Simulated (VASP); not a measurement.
# CdO in VASP: notebook

Runs on CdO. Level: PBEsol. Tasks: single point.

Program: VASP 6.6.1. These are calculated values, not measurements. Logs are shortened: lines on timing, memory, paths and dates and some standing lists are left out, and cuts for length are marked.

### 1 The cell of the first run

The cell holds a slab with vacuum, 8 atoms: a = 3.317 Å, b = 3.317 Å, c = 23.036 Å, α = 90.00°, β = 90.00°, γ = 90.00°.

### 2 Single point, PBEsol

INCAR

```
  PREC = Accurate
  ENCUT = 520
  EDIFF = 1E-6
  ISMEAR = 0
  SIGMA = 0.1
  LREAL = False
  LASPH = True
  NELM = 120
  ALGO = Normal
  ISIF = 2
  LWAVE = False
  LCHARG = False
  LDIPOL = True
  IDIPOL = 3
  DIPOL = 0.5 0.5 0.500
  GGA = PS
  NBANDS = 46
  GGA_COMPAT = False
  NELMDL = -8
```

KPOINTS

```
Automatic mesh
0
Gamma
  10 10 1
```

POSCAR

```
CdO
1.0
    3.3170002740      0.0000000000      0.0000000000
    0.0000000000      3.3170002740      0.0000000000
    0.0000000000      0.0000000000     23.0364201600
Cd O
4 4
Direct
    0.5000000000      0.5000000000      0.3481559594
    0.0000000000      0.0000000000      0.4488833093
    0.5000000000      0.5000000000      0.5511166942
    0.0000000000      0.0000000000      0.6518440433
    1.0000000000      0.0000000000      0.3471445547
    0.5000000000      0.5000000000      0.4493339028
    0.0000000000      0.0000000000      0.5506660895
    0.5000000000      0.5000000000      0.6528554468
```

Potentials or basis: VASP PAW PBE potentials, release 64 (Cd, O).

Run with:

```bash
> cat potpaw_PBE.64/Cd/POTCAR potpaw_PBE.64/O/POTCAR > POTCAR
> mpirun -np 1 vasp_std > vasp.out
```

OUTCAR:

```text
PREC = Accurate
   ENCUT = 520
   EDIFF = 1E-6
   ISMEAR = 0
   LREAL = False
   LASPH = True
   NELM = 120
   ISIF = 2
   GGA = PS
   NELMDL = -8

 ion  position               nearest neighbor table
   1  0.500  0.500  0.348-   6 2.33   5 2.35   5 2.35   5 2.35   5 2.35   2 3.30   2 3.30   2 3.30
                             2 3.30
   2  0.000  0.000  0.449-   5 2.34   7 2.34   6 2.35   6 2.35   6 2.35   6 2.35   1 3.30   1 3.30
                             1 3.30   1 3.30   3 3.32   3 3.32   3 3.32   3 3.32
   3  0.500  0.500  0.551-   8 2.34   6 2.34   7 2.35   7 2.35   7 2.35   7 2.35   4 3.30   4 3.30
                             4 3.30   4 3.30   2 3.32   2 3.32   2 3.32   2 3.32
   4  0.000  0.000  0.652-   7 2.33   8 2.35   8 2.35   8 2.35   8 2.35   3 3.30   3 3.30   3 3.30
                             3 3.30
   5  0.000  0.000  0.347-   2 2.34   1 2.35   1 2.35   1 2.35   1 2.35
   6  0.500  0.500  0.449-   1 2.33   3 2.34   2 2.35   2 2.35   2 2.35   2 2.35
   7  0.000  0.000  0.551-   4 2.33   2 2.34   3 2.35   3 2.35   3 2.35   3 2.35
   8  0.500  0.500  0.653-   3 2.34   4 2.35   4 2.35   4 2.35   4 2.35

  LATTYP: Found a simple tetragonal cell.
 ALAT       =     3.3170002740
 C/A-ratio  =     6.9449557604

  Lattice vectors:

 A1 = (   3.3170002740,   0.0000000000,   0.0000000000)
 A2 = (   0.0000000000,   3.3170002740,   0.0000000000)
 A3 = (   0.0000000000,   0.0000000000,  23.0364201600)

Analysis of symmetry for initial positions (statically):
=====================================================================
 Subroutine PRICEL returns:
 Original cell was already a primitive cell.

 Routine SETGRP: Setting up the symmetry group for a
 simple tetragonal supercell.

 Subroutine GETGRP returns: Found 16 space group operations
 (whereof  8 operations were pure point group operations)
 out of a pool of 16 trial point group operations.

The static configuration has the point symmetry C_4v.
 The point group associated with its full space group is D_4h.

Analysis of symmetry for dynamics (positions and initial velocities):
=====================================================================
 Subroutine PRICEL returns:
 Original cell was already a primitive cell.

 Routine SETGRP: Setting up the symmetry group for a
 simple tetragonal supercell.

 Subroutine GETGRP returns: Found 16 space group operations
 (whereof  8 operations were pure point group operations)
 out of a pool of 16 trial point group operations.

The dynamic configuration has the point symmetry C_4v.
 The point group associated with its full space group is D_4h.

 Subroutine INISYM returns: Found 16 space group operations
 (whereof  8 operations are pure point group operations),
 and found     1 'primitive' translations

[... 120 lines left out ...]
   IMIX   =      4    mixing-type and parameters
     AMIX     =   0.40;   BMIX     =  1.00
     AMIX_MAG =   1.60;   BMIX_MAG =  1.00
  volume/ion in A,a.u.               =      31.68       213.80
  Fermi-wavevector in a.u.,A,eV,Ry     =   1.076177  2.033679 15.757678  1.158157
  Thomas-Fermi vector in A             =   2.212054
   LORBIT       =      0    0 simple, 1 ext, 2 COOP (PROOUT), +10 PAW based schemes
   GGA     = PS    functional components
   LHFCALC =     F    Hartree Fock is set to
   AEXX    =    0.0000 exact exchange contribution
   IVDW    =     0    specifies the selected vdW correction
   LEPSILON=     F    determine dielectric tensor
   LRPA    =     F    only Hartree local field effects (RPA)
 non-spin polarized calculation
 Gauss-broadening in eV      SIGMA  =   0.10
  energy-cutoff  :      520.00
  volume of cell :      253.46
 maximum number of plane-waves:      6904
 NGX is ok and might be reduce to    28

 dipolmoment           0.000000      0.000000     -0.000000 electrons x Angstroem

 number of electron      72.0000042 magnetization

 dipolmoment           0.000000      0.000000      0.000001 electrons x Angstroem

 Free energy of the ion-electron system (eV)
  ---------------------------------------------------
  ext. energy  EPLUGINS =         0.00000000
  ---------------------------------------------------
  free energy    TOTEN  =       -33.09860784 eV

  energy without entropy =      -33.09628067  energy(sigma->0) =      -33.09744425

 E-fermi :  -2.0801     XC(G=0):  -5.4677

 val. band max:       -2.1427765024   @ k =   0.5000   0.0000   0.0000
 cond. band min:      -1.7036308718   @ k =   0.1000   0.0000   0.0000
 fundamental gap:      0.4391456306
 Fermi energy:        -2.0800868502

 k-point     1 :       0.0000    0.0000    0.0000
  band No.  band energies     occupation
      1     -19.3643      2.00000
      2     -19.0595      2.00000
      3     -18.7851      2.00000
      4     -18.7504      2.00000
      5      -9.3610      2.00000
      6      -9.3320      2.00000
[... 1018 lines left out ...]
     45       6.9494      0.00000
     46       6.9494      0.00000

------------------------ aborting loop because EDIFF is reached ----------------------------------------

 vacuum level on the upper side and lower side of the slab       (xc-potential included)        -0.134        -0.134

  FORCE on cell =-STRESS in cart. coord.  units (eV):
  Direction    XX          YY          ZZ          XY          YZ          ZX
  --------------------------------------------------------------------------------------
  -------------------------------------------------------------------------------------
  Total       -3.2095592     -3.2095592      0.7447521      0.0000000      0.0000000      0.0000000
  in kB      -20.2885012    -20.2885012      4.7077816      0.0000000      0.0000000      0.0000000
  external PRESSURE =     -11.9564070 kB  Pullay stress =       0.0000000 kB

 VOLUME and BASIS-vectors are now :
 -----------------------------------------------------------------------------
  energy-cutoff  :      520.00
  volume of cell :      253.46
      direct lattice vectors                 reciprocal lattice vectors
     3.317000274  0.000000000  0.000000000     0.301477214  0.000000000  0.000000000
     0.000000000  3.317000274  0.000000000     0.000000000  0.301477214  0.000000000
     0.000000000  0.000000000 23.036420160     0.000000000  0.000000000  0.043409523

 POSITION                                       TOTAL-FORCE (eV/Angst)
 -----------------------------------------------------------------------------------
      1.65850      1.65850      8.02027         0.000000      0.000000     -0.065446
      0.00000      0.00000     10.34066        -0.000000     -0.000000      0.003026
      1.65850      1.65850     12.69576         0.000000      0.000000     -0.003026
      0.00000      0.00000     15.01615        -0.000000     -0.000000      0.065446
      0.00000      0.00000      7.99697        -0.000000     -0.000000     -0.056733
      1.65850      1.65850     10.35104        -0.000000      0.000000      0.005284
      0.00000      0.00000     12.68538        -0.000000      0.000000     -0.005284
      1.65850      1.65850     15.03945        -0.000000      0.000000      0.056733
 -----------------------------------------------------------------------------------
    total drift:                               -0.000000      0.000000      0.000467

  FREE ENERGIE OF THE ION-ELECTRON SYSTEM (eV)
  ---------------------------------------------------
  free  energy   TOTEN  =       -33.0986078374 eV

  energy  without entropy=      -33.0962806667  energy(sigma->0) =      -33.09744425

 vacuum level on the upper side and lower side of the slab         2.705         2.705
```

stdout:

```text
POSCAR found type information on POSCAR CdO
 POSCAR found :  2 types and       8 ions
 scaLAPACK will be used
 -----------------------------------------------------------------------------
|                                                                             |
|                                                                             |
|     You enforced a specific xc type in the INCAR file but a different       |
|     I HOPE YOU KNOW WHAT YOU ARE DOING!                                     |
|                                                                             |
 -----------------------------------------------------------------------------

 LDA part: xc-table for (Slater+PW92), standard interpolation
 POSCAR, INCAR and KPOINTS ok, starting setup
 FFT: planning ... GRIDC
 FFT: planning ... GRID_SOFT
 FFT: planning ... GRID
 WAVECAR not read
 entering main loop
```

Run time: 17 min. Hardware: 1 thread of Intel Xeon 8259CL, shared host; peak memory 0.47 GiB.

Results:

```
Free energy            : -33.0986 eV
Largest force          : 0.065 eV/Å
Band gap on the k mesh : zero (bands 36 and 37 overlap by 0.22 eV)
```

Forces in eV/Å, atoms in the order of the input:
```
Cd   0.000  0.000 -0.065
Cd   0.000  0.000  0.003
Cd   0.000  0.000 -0.003
Cd   0.000  0.000  0.065
O    0.000  0.000 -0.057
O    0.000  0.000  0.005
O    0.000  0.000 -0.005
O    0.000  0.000  0.057
```

Caveat: the PAW data sets were made with another functional, which shifts forces and pressure a little.

### 3 Single point, PBEsol

This run uses another cell than the first one: it holds 12 atoms, not 8.

INCAR

```
PREC = Accurate
ENCUT = 520
EDIFF = 1E-6
ISMEAR = 0
SIGMA = 0.1
LREAL = F
LASPH = T
NELM = 120
ALGO = Normal
ISIF = 2
LWAVE = F
LCHARG = F
LDIPOL = T
IDIPOL = 3
DIPOL = 0.5 0.5 0.500
GGA = PS
NBANDS = 66
GGA_COMPAT = F
NELMDL = -8
```

KPOINTS is that of step 2.

POSCAR

```
CdO
1.0
    3.3170002740      0.0000000000      0.0000000000
    0.0000000000      3.3170002740      0.0000000000
    0.0000000000      0.0000000000     21.7334800570
Cd O
6 6
Direct
    0.5000000000      0.5000000000      0.2311245805
    0.0000000000      0.0000000000      0.3379130022
    0.5000000000      0.5000000000      0.4460727724
    0.0000000000      0.0000000000      0.5539272860
    0.5000000000      0.5000000000      0.6620870427
    0.0000000000      0.0000000000      0.7688754580
    0.0000000001      0.0000000000      0.2300597965
    0.5000000000      0.5000000000      0.3383062675
    0.0000000000      0.0000000000      0.4459600595
    0.5000000000      0.5000000000      0.5540399734
    0.0000000000      0.0000000000      0.6616937797
    0.5000000000      0.5000000000      0.7699402035
```

Potentials or basis: VASP PAW PBE potentials, release 64 (Cd, O).

Run with:

```bash
> cat potpaw_PBE.64/Cd/POTCAR potpaw_PBE.64/O/POTCAR > POTCAR
> mpirun -np 1 vasp_std > vasp.out
```

Wall time 19 min (1 thread of Intel Xeon 8259CL, shared host); peak memory 0.49 GiB.

The run converged. Its results:

```
Free energy            : -50.1040 eV
Largest force          : 0.068 eV/Å
Band gap on the k mesh : zero (bands 54 and 55 overlap by 0.30 eV)
```

Forces in eV/Å, atoms in the order of the input:
```
Cd   0.000  0.000 -0.068
Cd   0.000  0.000  0.003
Cd   0.000  0.000  0.002
Cd   0.000  0.000 -0.002
Cd   0.000  0.000 -0.003
Cd   0.000  0.000  0.068
O    0.000  0.000 -0.056
O    0.000  0.000  0.005
O    0.000  0.000 -0.001
O    0.000  0.000  0.001
O    0.000  0.000 -0.005
O    0.000  0.000  0.056
```

Levels at points of the mesh, in eV from the Fermi level:
```
           k point  band 50  band 51  band 52  band 53  band 54  band 55  band 56  band 57  band 58  band 59
(0.00, 0.00, 0.00)    -1.63    -1.51    -1.51    -1.45    -1.45    -0.37     0.43     1.64     2.92     3.82
(0.50, 0.00, 0.00)    -0.15    -0.11    -0.11    -0.07    -0.07     4.37     4.37     4.67     4.67     4.88
(0.50, 0.50, 0.00)    -2.33    -2.09    -2.09    -1.60    -1.60     3.33     3.33     4.30     4.30     5.32
```

Caveat: the PAW data sets were made with another functional, which shifts forces and pressure a little.
